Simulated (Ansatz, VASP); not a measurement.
**One calculation of GaC2, two programs**

The input INCAR:

```
SYSTEM = GaC2
PREC     = Accurate       ! precision mode
ENCUT    = 520            ! plane-wave cutoff, eV
EDIFF    = 1E-6           ! SCF threshold, eV
ISMEAR   = 0              ! smearing method
SIGMA    = 0.1            ! smearing width, eV
LREAL    = .FALSE.        ! projectors in reciprocal space
LASPH    = .TRUE.         ! aspherical terms in the spheres
NELM     = 80             ! most SCF steps
ALGO     = Normal         ! electronic algorithm
ISIF     = 2              ! what is computed and relaxed
LWAVE    = .FALSE.        ! write WAVECAR
LCHARG   = .FALSE.        ! write CHGCAR
GGA      = PE             ! functional
NBANDS   = 30             ! bands
```

KPOINTS

```
Automatic mesh
0
G
  4 4 6
  0 0 0
```

The input POSCAR:

```
GaC2
1.0
    4.0048473711      0.0000000000      0.0000000000
    0.0000000000      4.8878853101      0.0000000000
    0.0000000000      0.0000000000      3.0513466088
Ga C
2 4
Direct
    0.0000000000      0.0000000000      0.0000000000
    0.5000000000      0.5000000000      0.5000000000
    0.2004000000      0.3787000000      0.0000000000
    0.7996000000      0.6213000000      0.0000000000
    0.7004000000      0.1213000000      0.5000000000
    0.2996000000      0.8787000000      0.5000000000
```

Input for Ansatz:

```yaml
crystal:
  lattice:
    - [4.0048473711, 0.0, 0.0]
    - [0.0, 4.8878853101, 0.0]
    - [0.0, 0.0, 3.0513466088]
  atoms:
    - { symbol: Ga, position: [0.0, 0.0, 0.0] }
    - { symbol: Ga, position: [0.5, 0.5, 0.5] }
    - { symbol: C, position: [0.2004, 0.3787, 0.0] }
    - { symbol: C, position: [0.7996, 0.6213, 0.0] }
    - { symbol: C, position: [0.7004, 0.1213, 0.5] }
    - { symbol: C, position: [0.2996, 0.8787, 0.5] }
basis:
  ecutwfc: 420
kpoints:
  mp_grid: { grid: [4, 4, 6] }
hamiltonian:
  xc: pbe
scf:
  occupations: { method: gaussian, width: 0.1 }
  lower_state_search: "off"
output:
  forces: true
  stress: true
  eigenvalues: true
```

Alike in both runs: task single point; functional PBE; k mesh 4 × 4 × 6; occupations gaussian, width 0.1 eV; no spin polarisation.

|  | VASP | Ansatz |
| --- | --- | --- |
| version | VASP 6.6.1 | Ansatz 0.2.0 |
| potentials or method | VASP PAW PBE potentials, release 64 (Ga_d, C), cutoff 520 eV | scalar-relativistic, plane waves, PAW |
| valence electrons in the cell | 42 | 42 |

```csv
,VASP,Ansatz,Ansatz less VASP
gap on the k mesh at the Fermi level (eV),none,none,-
pressure (GPa),10.9,10.7,-0.21
"traceless stress, the component that is largest in VASP (GPa)",15.63,15.66,+0.025
rms of the force components (eV/Å),1.871,1.871,-0.0005
```

Atom by atom the forces differ by 0.003 eV/Å (rms over components). A gap of «none» marks a metal or a gap that the smearing closes.

The k mesh is coarse, so the values compare programs but aren't converged.
